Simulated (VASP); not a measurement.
# Ge (Fd-3m) in VASP: single point with PBEsol

Aim: the single point of Ge with PBEsol.

All numbers are computed with VASP 6.6.1; they aren't measurements. Logs are shortened: lines on timing, memory, paths and dates and some standing lists are left out, and cuts for length are marked.

**What was measured.**

From “Electronic and optical properties of SixGe1-x-ySny alloys lattice-matched to Ge”, 2021, arxiv:2109.02782, for a bulk crystal of Ge at 293 K: band gap 0.666 eV (indirect).

How close the calculation comes is told below.

## 1. The cell of the first run

Symmetry: Fd-3m, No. 227, cubic system. Conventional cell: a = 5.658 Å, b = 5.658 Å, c = 5.658 Å, α = 90.00°, β = 90.00°, γ = 90.00°. Ge (site symmetry -43m) has 4 Ge at 2.45 Å within 3.2 Å.

## 2. Single point, PBEsol

INCAR

```
SYSTEM = Ge
PREC = Accurate ; ENCUT = 500
EDIFF = 1E-6 ; ISMEAR = -1
SIGMA = 0.0272 ; LREAL = .FALSE.
LASPH = .TRUE. ; NELM = 120
ALGO = Normal ; ISIF = 2
LWAVE = .FALSE. ; LCHARG = .TRUE.
GGA = PS ; LELF = .TRUE.
LVHAR = .TRUE. ; NBANDS = 21
GGA_COMPAT = .FALSE.
```

KPOINTS

```
regular mesh
0
G
  8 8 8
  0 0 0
```

POSCAR

```
Ge
1.0
    0.0000000000      2.8289100000      2.8289100000
    2.8289100000      0.0000000000      2.8289100000
    2.8289100000      2.8289100000      0.0000000000
Ge
2
Direct
    0.5000000000      0.5000000000      0.5000000000
    0.7500000000      0.7500000000      0.7500000000
```

Potentials or basis: VASP PAW PBE potentials, release 64 (Ge_d).

Command:

```
$ cat potpaw_PBE.64/Ge_d/POTCAR > POTCAR
$ mpirun -np 1 vasp_std > vasp.out
```

OUTCAR:

```text
SYSTEM = Ge
   PREC = Accurate
   ENCUT = 500
   EDIFF = 1E-6
   ISMEAR = -1
   LREAL = .FALSE.
   LASPH = .TRUE.
   NELM = 120
   ISIF = 2
   GGA = PS

 ion  position               nearest neighbor table
   1  0.500  0.500  0.500-   2 2.45   2 2.45   2 2.45   2 2.45
   2  0.750  0.750  0.750-   1 2.45   1 2.45   1 2.45   1 2.45

  LATTYP: Found a face centered cubic cell.
 ALAT       =     5.6578200000

  Lattice vectors:

 A1 = (   0.0000000000,   2.8289100000,   2.8289100000)
 A2 = (   2.8289100000,   0.0000000000,   2.8289100000)
 A3 = (   2.8289100000,   2.8289100000,   0.0000000000)

Analysis of symmetry for initial positions (statically):
=====================================================================
 Subroutine PRICEL returns:
 Original cell was already a primitive cell.

 Routine SETGRP: Setting up the symmetry group for a
 face centered cubic supercell.

 Subroutine GETGRP returns: Found 48 space group operations
 (whereof 24 operations were pure point group operations)
 out of a pool of 48 trial point group operations.

The static configuration has the point symmetry T_d .
 The point group associated with its full space group is O_h .

Analysis of symmetry for dynamics (positions and initial velocities):
=====================================================================
 Subroutine PRICEL returns:
 Original cell was already a primitive cell.

 Routine SETGRP: Setting up the symmetry group for a
 face centered cubic supercell.

 Subroutine GETGRP returns: Found 48 space group operations
 (whereof 24 operations were pure point group operations)
 out of a pool of 48 trial point group operations.

The dynamic configuration has the point symmetry T_d .
 The point group associated with its full space group is O_h .

 Subroutine INISYM returns: Found 48 space group operations
 (whereof 24 operations are pure point group operations),
 and found     1 'primitive' translations

----------------------------------------------------------------------------------------

                                     Primitive cell

  volume of cell :      45.2780

  direct lattice vectors                    reciprocal lattice vectors
     0.000000000  2.828910000  2.828910000    -0.176746521  0.176746521  0.176746521
     2.828910000  0.000000000  2.828910000     0.176746521 -0.176746521  0.176746521
     2.828910000  2.828910000  0.000000000     0.176746521  0.176746521 -0.176746521

  length of vectors
     4.000682889  4.000682889  4.000682889     0.306133954  0.306133954  0.306133954

  position of ions in fractional coordinates (direct lattice)
     0.500000000  0.500000000  0.500000000
     0.750000000  0.750000000  0.750000000

  ion indices of the primitive-cell ions
   primitive index   ion index
                 1           1
                 2           2

----------------------------------------------------------------------------------------

 KPOINTS: regular mesh

Automatic generation of k-mesh.
 Grid dimensions read from file:
 generate k-points for:    8    8    8

 Generating k-lattice:

  Cartesian coordinates                     Fractional coordinates (reciprocal lattice)
    -0.022093315  0.022093315  0.022093315     0.125000000  0.000000000  0.000000000
     0.022093315 -0.022093315  0.022093315     0.000000000  0.125000000  0.000000000
     0.022093315  0.022093315 -0.022093315     0.000000000  0.000000000  0.125000000

  Length of vectors
     0.038266744  0.038266744  0.038266744

  Shift w.r.t. Gamma in fractional coordinates (k-lattice)
     0.000000000  0.000000000  0.000000000

 Subroutine IBZKPT returns following result:
 ===========================================

 Found     29 irreducible k-points:

 Following reciprocal coordinates:
            Coordinates               Weight
  0.000000  0.000000  0.000000      1.000000
  0.125000  0.000000  0.000000      8.000000
  0.250000  0.000000  0.000000      8.000000
  0.375000  0.000000  0.000000      8.000000
  0.500000  0.000000  0.000000      4.000000
  0.125000  0.125000  0.000000      6.000000
[... 16 lines left out ...]
  0.500000  0.250000  0.125000     48.000000
 -0.375000  0.250000  0.125000     24.000000
 [... further k-points ...]
   k-points           NKPTS =     29   k-points in BZ     NKDIM =     29   number of bands    NBANDS=     21
   number of dos      NEDOS =    301   number of ions     NIONS =      2
   total plane-waves  NPLWV =  27000
   dimension x,y,z NGX =    30 NGY =   30 NGZ =   30
   dimension x,y,z NGXF=    60 NGYF=   60 NGZF=   60
   ions per type =               2
   NGX,Y,Z   is equivalent  to a cutoff of  12.47, 12.47, 12.47 a.u.
   NGXF,Y,Z  is equivalent  to a cutoff of  24.93, 24.93, 24.93 a.u.
 SYSTEM =  Ge
   PREC   = accura    normal or accurate (medium, high low for compatibility)
   ISTART =      0    job   : 0-new  1-cont  2-samecut
   ICHARG =      2    charge: 1-file 2-atom 10-const
   ISPIN  =      1    spin polarized calculation?
   LNONCOLLINEAR =      F non collinear calculations
   LSORBIT =      F    spin-orbit coupling
   LASPH  =      T    aspherical Exc in radial PAW
   ENCUT  =  500.0 eV  36.75 Ry    6.06 a.u.   7.29  7.29  7.29*2*pi/ulx,y,z
   NELM   =    120;   NELMIN=  2; NELMDL= -5     # of ELM steps
   EDIFF  = 0.1E-05   stopping-criterion for ELM
   LREAL  =      F    real-space projection
   EDIFFG = 0.1E-04   stopping-criterion for IOM
   NSW    =      0    number of steps for IOM
   IBRION =     -1    ionic relax: 0-MD 1-quasi-New 2-CG
   NFREE  =      0    steps in history (QN), initial steepest desc. (CG)
   ISIF   =      2    stress and relaxation
   ISYM   =      2    0-nonsym 1-usesym 2-fastsym
   POTIM  = 0.5000    time-step for ionic-motion
   TEBEG  =    0.0;   TEEND  =   0.0 temperature during run
   PSTRESS=    0.0 pullay stress
   NELECT =      28.0000    total number of electrons
   NUPDOWN=      -1.0000    fix difference up-down
   EMIN   =  10.00;   EMAX   =-10.00  energy-range for DOS
   EFERMI =   0.00;   METHOD = LEGACY
   ISMEAR =    -1;   SIGMA  =   0.03  broadening in eV -4-tet -1-fermi 0-gaus
   EFERMI_NEDOS =   21; number of points for ismear=-14 and -15
   IALGO  =     38    algorithm
   IMIX   =      4    mixing-type and parameters
     AMIX     =   0.40;   BMIX     =  1.00
     AMIX_MAG =   1.60;   BMIX_MAG =  1.00
  volume/ion in A,a.u.               =      22.64       152.78
  Fermi-wavevector in a.u.,A,eV,Ry     =   1.394756  2.635708 26.468033  1.945346
  Thomas-Fermi vector in A             =   2.518275
   LORBIT       =      0    0 simple, 1 ext, 2 COOP (PROOUT), +10 PAW based schemes
   GGA     = PS    functional components
   LHFCALC =     F    Hartree Fock is set to
   AEXX    =    0.0000 exact exchange contribution
   IVDW    =     0    specifies the selected vdW correction
   LEPSILON=     F    determine dielectric tensor
   LRPA    =     F    only Hartree local field effects (RPA)
 non-spin polarized calculation
  energy-cutoff  :      500.00
  volume of cell :       45.28
 maximum number of plane-waves:      1174
 NGX is ok and might be reduce to    30
   NGX = 15   NGY = 15   NGZ = 15

 number of electron      28.0000022 magnetization

 Free energy of the ion-electron system (eV)
  ---------------------------------------------------
  ext. energy  EPLUGINS =         0.00000000
  ---------------------------------------------------
  free energy    TOTEN  =        -9.86222973 eV

  energy without entropy =       -9.86192472  energy(sigma->0) =       -9.86207722

 E-fermi :   4.8884     XC(G=0): -10.1270

 val. band max:        4.8638700712   @ k =   0.0000   0.0000   0.0000
 cond. band min:       4.9859484535   @ k =   0.5000   0.0000   0.0000
 fundamental gap:      0.1220783823
 Fermi energy:         4.8883542438

 k-point     1 :       0.0000    0.0000    0.0000
  band No.  band energies     occupation
      1     -19.8990      2.00000
      2     -19.8990      2.00000
      3     -19.8990      2.00000
      4     -19.8624      2.00000
      5     -19.8624      2.00000
      6     -19.6503      2.00000
[... 13 lines left out ...]
     20      14.3431      0.00000
     21      14.3431      0.00000

 k-point     2 :       0.1250    0.0000    0.0000
  band No.  band energies     occupation
      1     -19.9071      2.00000
      2     -19.9071      2.00000
      3     -19.8965      2.00000
      4     -19.8510      2.00000
      5     -19.8510      2.00000
      6     -19.6623      2.00000
[... 13 lines left out ...]
     20      13.4010      0.00000
     21      13.4010      0.00000

 k-point     3 :       0.2500    0.0000    0.0000
  band No.  band energies     occupation
      1     -19.9173      2.00000
      2     -19.9173      2.00000
      3     -19.8902      2.00000
      4     -19.8337      2.00000
      5     -19.8337      2.00000
      6     -19.6761      2.00000
[... 13 lines left out ...]
     20      13.1454      0.00000
     21      13.1454      0.00000

 k-point     4 :       0.3750    0.0000    0.0000
  band No.  band energies     occupation
      1     -19.9223      2.00000
      2     -19.9223      2.00000
      3     -19.8839      2.00000
      4     -19.8232      2.00000
      5     -19.8232      2.00000
      6     -19.6833      2.00000
[... 13 lines left out ...]
     20      14.3260      0.00000
     21      14.3260      0.00000

 k-point     5 :       0.5000    0.0000    0.0000
  band No.  band energies     occupation
      1     -19.9236      2.00000
      2     -19.9236      2.00000
      3     -19.8813      2.00000
      4     -19.8203      2.00000
      5     -19.8203      2.00000
      6     -19.6850      2.00000
[... 13 lines left out ...]
     20      15.8862      0.00000
     21      16.0280      0.00000

 k-point     6 :       0.1250    0.1250    0.0000
  band No.  band energies     occupation
      1     -19.9065      2.00000
      2     -19.9047      2.00000
      3     -19.9047      2.00000
      4     -19.8534      2.00000
      5     -19.8387      2.00000
      6     -19.6849      2.00000
[... 13 lines left out ...]
     20      12.3332      0.00000
     21      14.6085      0.00000

 k-point     7 :       0.2500    0.1250    0.0000
  band No.  band energies     occupation
      1     -19.9203      2.00000
      2     -19.9129      2.00000
      3     -19.8959      2.00000
      4     -19.8393      2.00000
      5     -19.8186      2.00000
      6     -19.7056      2.00000
[... 13 lines left out ...]
     20      13.6696      0.00000
     21      14.3693      0.00000
[... 291 lines left out ...]
      1     -19.9502      2.00000
      2     -19.9341      2.00000
      3     -19.8446      2.00000
      4     -19.7853      2.00000
      5     -19.7587      2.00000
      6     -19.7453      2.00000
[... 13 lines left out ...]
     20      14.6353      0.00000
     21      18.3475      0.00000

 k-point    21 :       0.5000    0.5000    0.0000
  band No.  band energies     occupation
      1     -19.9331      2.00000
      2     -19.9331      2.00000
      3     -19.8470      2.00000
      4     -19.8470      2.00000
      5     -19.7469      2.00000
      6     -19.7469      2.00000
[... 13 lines left out ...]
     20      16.3759      0.00000
     21      17.6523      0.00000

 k-point    22 :       0.3750    0.2500    0.1250
  band No.  band energies     occupation
      1     -19.9278      2.00000
      2     -19.9253      2.00000
      3     -19.8821      2.00000
      4     -19.8260      2.00000
      5     -19.7973      2.00000
      6     -19.7274      2.00000
[... 13 lines left out ...]
     20      14.8615      0.00000
     21      15.1984      0.00000

 k-point    23 :       0.5000    0.2500    0.1250
  band No.  band energies     occupation
      1     -19.9397      2.00000
      2     -19.9318      2.00000
      3     -19.8602      2.00000
      4     -19.8109      2.00000
      5     -19.7845      2.00000
      6     -19.7361      2.00000
[... 13 lines left out ...]
     20      14.4361      0.00000
     21      16.2805      0.00000

 k-point    24 :      -0.3750    0.2500    0.1250
  band No.  band energies     occupation
      1     -19.9450      2.00000
      2     -19.9332      2.00000
      3     -19.8503      2.00000
      4     -19.7999      2.00000
      5     -19.7860      2.00000
      6     -19.7310      2.00000
[... 13 lines left out ...]
     20      15.6998      0.00000
     21      16.2633      0.00000

 [... further k-points ...]

------------------------ aborting loop because EDIFF is reached ----------------------------------------

  FORCE on cell =-STRESS in cart. coord.  units (eV):
  Direction    XX          YY          ZZ          XY          YZ          ZX
  --------------------------------------------------------------------------------------
  -------------------------------------------------------------------------------------
  Total        0.1392589      0.1392589      0.1392589      0.0000000      0.0000000     -0.0000000
  in kB        4.9277207      4.9277207      4.9277207      0.0000000      0.0000000     -0.0000000
  external PRESSURE =       4.9277207 kB  Pullay stress =       0.0000000 kB

 VOLUME and BASIS-vectors are now :
 -----------------------------------------------------------------------------
  energy-cutoff  :      500.00
  volume of cell :       45.28
      direct lattice vectors                 reciprocal lattice vectors
     0.000000000  2.828910000  2.828910000    -0.176746521  0.176746521  0.176746521
     2.828910000  0.000000000  2.828910000     0.176746521 -0.176746521  0.176746521
     2.828910000  2.828910000  0.000000000     0.176746521  0.176746521 -0.176746521

 POSITION                                       TOTAL-FORCE (eV/Angst)
 -----------------------------------------------------------------------------------
      2.82891      2.82891      2.82891        -0.000000     -0.000000      0.000000
      4.24336      4.24336      4.24336         0.000000      0.000000     -0.000000
 -----------------------------------------------------------------------------------
    total drift:                                0.000000     -0.000000     -0.000000

  FREE ENERGIE OF THE ION-ELECTRON SYSTEM (eV)
  ---------------------------------------------------
  free  energy   TOTEN  =        -9.8622297265 eV

  energy  without entropy=       -9.8619247197  energy(sigma->0) =       -9.86207722
```

It took 16 s on 1 thread of Intel Xeon 6975P-C (Granite Rapids), shared host; peak memory 0.17 GiB.

Results:

* Free energy: -9.8622 eV
* Pressure: 0.5 GPa
* Band gap on the k mesh: zero (filled and empty bands touch)

Levels at points of the mesh, in eV from the Fermi level:
| k point | band 11 | band 12 | band 13 | band 14 | band 15 | band 16 | band 17 | band 18 |
| --- | --- | --- | --- | --- | --- | --- | --- | --- |
| (0.00, 0.00, 0.00) | -12.82 | -0.03 | -0.02 | -0.02 | -0.02 | 2.51 | 2.51 | 2.51 |
| (0.50, 0.00, 0.00) | -10.72 | -7.65 | -1.43 | -1.43 | 0.10 | 3.69 | 3.69 | 6.94 |
| (0.50, 0.50, 0.00) | -8.93 | -8.93 | -3.11 | -3.11 | 0.64 | 0.64 | 9.47 | 9.47 |

Caveat: semilocal functionals underestimate gaps, so a narrow gap can read as zero; the PAW data sets were made with another functional, which shifts forces and pressure a little.

## 3. Against experiment

Step 2. A measured gap of Ge is 0.666 eV (indirect; 293 K; “Electronic and optical properties of SixGe1-x-ySny alloys lattice-matched to Ge”, 2021, arxiv:2109.02782); the calculated 0.00 eV misses it by -0.67 eV. 3 values of this kind are on record (0.666 to 0.807 eV); this one was drawn at random among those near their median. Spin-orbit coupling on Ge is left out. The value is that of PBEsol on a finite k mesh, which can miss the band edges, without temperature or zero-point motion. Semilocal functionals fall short of measured gaps as a rule.
